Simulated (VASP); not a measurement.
A run of VASP 6.6.1:

INCAR

```
GGA      = PS             # functional
ISMEAR   = 0              # smearing method
SIGMA    = 0.03           # smearing width, eV
LWAVE    = F              # write WAVECAR
LCHARG   = F              # write CHGCAR
NBANDS   = 31             # bands
PREC     = Accurate       # precision mode
LASPH    = T              # aspherical terms in the spheres
LREAL    = F              # projectors in reciprocal space
ALGO     = Normal         # electronic algorithm
EDIFF    = 1E-7           # SCF threshold, eV
NELM     = 120            # most SCF steps
GGA_COMPAT= F            
ENCUT    = 550            # plane-wave cutoff, eV
EFERMI   = MIDGAP
```

The input KPOINTS:

```
Automatic mesh
0
Gamma
  9 9 6
  0 0 0
```

Contents of KPOINTS_OPT:

```
path GMKGALHA,LM,KH
32
line-mode
reciprocal
 0.0000000000  0.0000000000  0.0000000000  G
 0.5000000000  0.0000000000  0.0000000000  M

 0.5000000000  0.0000000000  0.0000000000  M
 0.3333333333  0.3333333333  0.0000000000  K

 0.3333333333  0.3333333333  0.0000000000  K
 0.0000000000  0.0000000000  0.0000000000  G

 0.0000000000  0.0000000000  0.0000000000  G
 0.0000000000  0.0000000000  0.5000000000  A

 0.0000000000  0.0000000000  0.5000000000  A
 0.5000000000  0.0000000000  0.5000000000  L

 0.5000000000  0.0000000000  0.5000000000  L
 0.3333333333  0.3333333333  0.5000000000  H

 0.3333333333  0.3333333333  0.5000000000  H
 0.0000000000  0.0000000000  0.5000000000  A

 0.5000000000  0.0000000000  0.5000000000  L
 0.5000000000  0.0000000000  0.0000000000  M

 0.3333333333  0.3333333333  0.0000000000  K
 0.3333333333  0.3333333333  0.5000000000  H
```

Contents of POSCAR:

```
CdS
1.0
    4.2611695877      0.0000000000      0.0000000000
   -2.1305847939      3.6902811128      0.0000000000
    0.0000000000      0.0000000000      5.8041729400
Cd S
1 1
Direct
    0.0000000000      0.0000000000      0.4426919200
    0.6666666667      0.3333333333      0.4343080800
```

Potentials or basis: VASP PAW PBE potentials, release 64 (Cd, S).

Command:

```sh
$ cat potpaw_PBE.64/Cd/POTCAR potpaw_PBE.64/S/POTCAR > POTCAR
$ mpirun -np 1 vasp_std > vasp.out
```

Hardware: 1 thread of Intel(R) Xeon(R) 6975P-C (Granite Rapids), on a shared host.

Estimate the wall time of this run.

Wall time 4.9 min on 1 thread of Intel(R) Xeon(R) 6975P-C (Granite Rapids) (shared host), peak memory 0.38 GiB. Counts: k points 62.
